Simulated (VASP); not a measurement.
# Si (P6_3/mmc) in VASP: notebook

Si is run at these levels: PBE; tasks: relaxation of the atoms.

Program: VASP 6.6.1. These are calculated values, not measurements. Logs are shortened: lines on timing, memory, paths and dates and some standing lists are left out, and cuts for length are marked.

## Step 1: The cell of the first run

The structure is hexagonal, space group P6_3/mmc (No. 194). Conventional cell: a = 3.871 Å, b = 3.871 Å, c = 6.354 Å, α = 90.00°, β = 90.00°, γ = 120.00°. Within 3.1 Å of Si (site symmetry 3m) lie 4 Si at 2.37 to 2.38 Å.

## Step 2: Relaxation of the atoms, PBE (strained cell)

The input, INCAR:

```
PREC = Accurate ; ENCUT = 520
EDIFF = 1E-6 ; ISMEAR = 0
SIGMA = 0.02 ; LREAL = F
LASPH = T ; NELM = 100
ALGO = Normal ; ISIF = 2
LWAVE = F ; LCHARG = F
GGA = PE ; IBRION = 2
NSW = 60 ; EDIFFG = -0.002
```

The input, KPOINTS:

```
Automatic mesh
0
Gamma
  9 9 6
```

The input, POSCAR:

```
Si
1.0
    3.8705962637      0.0000000000      0.0000000000
   -1.9352981318      3.3520346921      0.0000000000
    0.0000000000      0.0000000000      6.3544717129
Si
4
Direct
    0.3333333333      0.6666666667     -0.0004646454
    0.6666666667      0.3333333333      0.4995353546
    0.3333333333      0.6666666667      0.3744646454
    0.6666666667      0.3333333333      0.8744646454
```

Potentials or basis: VASP PAW PBE potentials, release 64 (Si).

Launch:

```
cat potpaw_PBE.64/Si/POTCAR > POTCAR
mpirun -np 1 vasp_std > vasp.out
```

OUTCAR:

```text
PREC = Accurate
   ENCUT = 520
   EDIFF = 1E-6
   ISMEAR = 0
   LREAL = F
   LASPH = T
   NELM = 100
   ISIF = 2
   GGA = PE
   IBRION = 2
   NSW = 60
   EDIFFG = -0.002

 ion  position               nearest neighbor table
   1  0.333  0.667  1.000-   4 2.37   4 2.37   4 2.37   3 2.38
   2  0.667  0.333  0.500-   3 2.37   3 2.37   3 2.37   4 2.38
   3  0.333  0.667  0.374-   2 2.37   2 2.37   2 2.37   1 2.38
   4  0.667  0.333  0.874-   1 2.37   1 2.37   1 2.37   2 2.38

  LATTYP: Found a hexagonal cell.
 ALAT       =     3.8705962637
 C/A-ratio  =     1.6417294081

  Lattice vectors:

 A1 = (   3.8705962637,   0.0000000000,   0.0000000000)
 A2 = (  -1.9352981318,   3.3520346921,   0.0000000000)
 A3 = (   0.0000000000,   0.0000000000,   6.3544717129)

Analysis of symmetry for initial positions (statically):
=====================================================================
 Subroutine PRICEL returns:
 Original cell was already a primitive cell.

 Routine SETGRP: Setting up the symmetry group for a
 hexagonal supercell.

 Subroutine GETGRP returns: Found 24 space group operations
 (whereof  6 operations were pure point group operations)
 out of a pool of 24 trial point group operations.

The static configuration has the point symmetry C_3v.
 The point group associated with its full space group is D_6h.

Analysis of symmetry for dynamics (positions and initial velocities):
=====================================================================
 Subroutine PRICEL returns:
 Original cell was already a primitive cell.

 Routine SETGRP: Setting up the symmetry group for a
 hexagonal supercell.

 Subroutine GETGRP returns: Found 24 space group operations
 (whereof  6 operations were pure point group operations)
 out of a pool of 24 trial point group operations.

The dynamic configuration has the point symmetry C_3v.
 The point group associated with its full space group is D_6h.

 Subroutine INISYM returns: Found 24 space group operations
 (whereof  6 operations are pure point group operations),
 and found     1 'primitive' translations

----------------------------------------------------------------------------------------

                                     Primitive cell
[... 159 lines left out ...]
  energy-cutoff  :      520.00
  volume of cell :       82.45
      direct lattice vectors                 reciprocal lattice vectors
     3.870596264  0.000000000  0.000000000     0.258358127  0.149163134  0.000000000
    -1.935298132  3.352034692  0.000000000     0.000000000  0.298326268  0.000000000
     0.000000000  0.000000000  6.354471713     0.000000000  0.000000000  0.157369494

 POSITION                                       TOTAL-FORCE (eV/Angst)
 -----------------------------------------------------------------------------------
     -0.00000      2.23469      6.35152         0.000000      0.000000     -0.005030
      1.93530      1.11734      3.17428        -0.000000      0.000000     -0.005030
     -0.00000      2.23469      2.37952        -0.000000     -0.000000      0.005030
      1.93530      1.11734      5.55676        -0.000000      0.000000      0.005030
 -----------------------------------------------------------------------------------
    total drift:                               -0.000000      0.000000      0.000000

  FREE ENERGIE OF THE ION-ELECTRON SYSTEM (eV)
  ---------------------------------------------------
  free  energy   TOTEN  =       -21.6505046603 eV

  energy  without entropy=      -21.6505046603  energy(sigma->0) =      -21.65050466

--------------------------------------- Ionic step        2  -------------------------------------------

 number of electron      16.0000001 magnetization

 Free energy of the ion-electron system (eV)
  ---------------------------------------------------
  ext. energy  EPLUGINS =         0.00000000
  ---------------------------------------------------
  free energy    TOTEN  =       -21.65050850 eV

  energy without entropy =      -21.65050850  energy(sigma->0) =      -21.65050850

 E-fermi :   5.8461     XC(G=0):  -9.2899

 val. band max:        5.7628121063   @ k =   0.0000   0.0000   0.0000
 cond. band min:       6.2498368751   @ k =   0.4444   0.0000   0.0000
 fundamental gap:      0.4870247687
 Fermi energy:         5.8460576482

 k-point     1 :       0.0000    0.0000    0.0000
  band No.  band energies     occupation
      1      -6.2385      2.00000
      2      -3.9807      2.00000
      3      -1.2954      2.00000
      4       4.2574      2.00000
      5       4.2574      2.00000
      6       5.4851      2.00000
      7       5.7628      2.00000
      8       5.7628      2.00000
      9       6.6690      0.00000
     10       7.7676      0.00000
     11       7.7676      0.00000
     12       8.1831      0.00000
[... 331 lines left out ...]
 k-point    24 :       0.3333    0.3333    0.1667
  band No.  band energies     occupation
      1      -3.1191      2.00000
      2      -3.1191      2.00000
      3      -0.9574      2.00000
      4      -0.9574      2.00000
      5       0.8138      2.00000
      6       2.3532      2.00000
      7       2.6562      2.00000
      8       2.6562      2.00000
      9       7.1147      0.00000
     10       9.5138      0.00000
     11       9.5138      0.00000
     12      11.1632      0.00000

 [... further k-points ...]
[... 5 lines left out ...]
  --------------------------------------------------------------------------------------
  -------------------------------------------------------------------------------------
  Total       -0.5845732     -0.5845732     -0.0322807     -0.0000000      0.0000000      0.0000000
  in kB      -11.3601386    -11.3601386     -0.6273180     -0.0000000      0.0000000      0.0000000
  external PRESSURE =      -7.7825318 kB  Pullay stress =       0.0000000 kB

 VOLUME and BASIS-vectors are now :
 -----------------------------------------------------------------------------
  energy-cutoff  :      520.00
  volume of cell :       82.45
      direct lattice vectors                 reciprocal lattice vectors
     3.870596264  0.000000000  0.000000000     0.258358127  0.149163134  0.000000000
    -1.935298132  3.352034692  0.000000000     0.000000000  0.298326268  0.000000000
     0.000000000  0.000000000  6.354471713     0.000000000  0.000000000  0.157369494

 POSITION                                       TOTAL-FORCE (eV/Angst)
 -----------------------------------------------------------------------------------
     -0.00000      2.23469      6.35128         0.000000      0.000000      0.001151
      1.93530      1.11734      3.17404        -0.000000     -0.000000      0.001151
     -0.00000      2.23469      2.37977         0.000000      0.000000     -0.001151
      1.93530      1.11734      5.55700        -0.000000     -0.000000     -0.001151
 -----------------------------------------------------------------------------------
    total drift:                               -0.000000      0.000000      0.000000

  FREE ENERGIE OF THE ION-ELECTRON SYSTEM (eV)
  ---------------------------------------------------
  free  energy   TOTEN  =       -21.6505084976 eV

  energy  without entropy=      -21.6505084976  energy(sigma->0) =      -21.65050850

 reached required accuracy - stopping structural energy minimisation
```

OSZICAR:

```text
N       E                     dE             d eps       ncg     rms          rms(c)
DAV:   1     0.345198784519E+02    0.34520E+02   -0.61735E+03  1152   0.110E+03
DAV:   2    -0.192636300332E+02   -0.53784E+02   -0.48888E+02  1588   0.145E+02
DAV:   3    -0.219352059630E+02   -0.26716E+01   -0.26346E+01  1516   0.312E+01
DAV:   4    -0.219822659297E+02   -0.47060E-01   -0.46970E-01  1440   0.513E+00
DAV:   5    -0.219833253992E+02   -0.10595E-02   -0.10590E-02  1472   0.711E-01    0.665E+00
DAV:   6    -0.217549708688E+02    0.22835E+00   -0.11232E-01  1312   0.189E+00    0.406E+00
DAV:   7    -0.216476014130E+02    0.10737E+00   -0.23785E-01  1244   0.286E+00    0.229E-01
DAV:   8    -0.216498787143E+02   -0.22773E-02   -0.12450E-02  1332   0.740E-01    0.965E-02
DAV:   9    -0.216503798739E+02   -0.50116E-03   -0.72345E-04  1464   0.194E-01    0.796E-02
DAV:  10    -0.216505054361E+02   -0.12556E-03   -0.21354E-04  1264   0.938E-02    0.202E-02
DAV:  11    -0.216505046603E+02    0.77576E-06   -0.29238E-06  1440   0.126E-02
   1 F= -.21650505E+02 E0= -.21650505E+02  d E =-.216505E+02
       N       E                     dE             d eps       ncg     rms          rms(c)
DAV:   1    -0.216505082859E+02   -0.28498E-05   -0.60293E-05  1288   0.504E-02    0.344E-03
DAV:   2    -0.216505084976E+02   -0.21171E-06   -0.31313E-06  1376   0.125E-02
   2 F= -.21650508E+02 E0= -.21650508E+02  d E =-.383724E-05
```

CONTCAR:

```text
Si
   1.00000000000000
     3.8705962637000000    0.0000000000000000    0.0000000000000000
    -1.9352981318000000    3.3520346921000002    0.0000000000000000
     0.0000000000000000    0.0000000000000000    6.3544717128999997
  Si
     4
Direct
     0.3333333332999970    0.6666666667000030    0.9994971650865783
     0.6666666667000030    0.3333333332999970    0.4994971650865783
     0.3333333332999970    0.6666666667000030    0.3745028349134241
     0.6666666667000030    0.3333333332999970    0.8745028349134241

  0.00000000E+00  0.00000000E+00  0.00000000E+00
  0.00000000E+00  0.00000000E+00  0.00000000E+00
  0.00000000E+00  0.00000000E+00  0.00000000E+00
  0.00000000E+00  0.00000000E+00  0.00000000E+00
```

It took 37 s on 1 thread of Intel Xeon Platinum 8488C (Sapphire Rapids), shared host; peak memory 0.21 GiB.

What came out:

```
Free energy               : -21.6505 eV
Energy gained by relaxing : 0.0 meV/atom
Ionic steps               : 2
Pressure after relaxing   : -0.8 GPa
Band gap on the k mesh    : 0.49 eV, indirect (least direct gap 0.91 eV)
```

Stress tensor (GPa, compression positive):
```
-1.14  0.00  0.00
 0.00 -1.14  0.00
 0.00  0.00 -0.06
```

Final structure:
```yaml
crystal:
  lattice:
    - [3.87060, 0.00000, 0.00000]
    - [-1.93530, 3.35203, 0.00000]
    - [0.00000, 0.00000, 6.35447]
  atoms:
    - { symbol: Si, position: [0.33333, 0.66667, 0.99950] }
    - { symbol: Si, position: [0.66667, 0.33333, 0.49950] }
    - { symbol: Si, position: [0.33333, 0.66667, 0.37450] }
    - { symbol: Si, position: [0.66667, 0.33333, 0.87450] }
```

Levels at points of the mesh, in eV from the valence-band top:
```csv
k point,band 6,band 7,band 8,band 9,band 10,band 11
"(0.00, 0.00, 0.00)",-0.28,0.00,0.00,0.91,2.00,2.00
"(0.00, 0.00, 0.50)",-0.92,-0.92,-0.92,1.70,1.70,2.98
```

Caveat: the cell differs from its parent crystal (strained cell). A k mesh can miss the band edges.

[end of part 1 of 2]
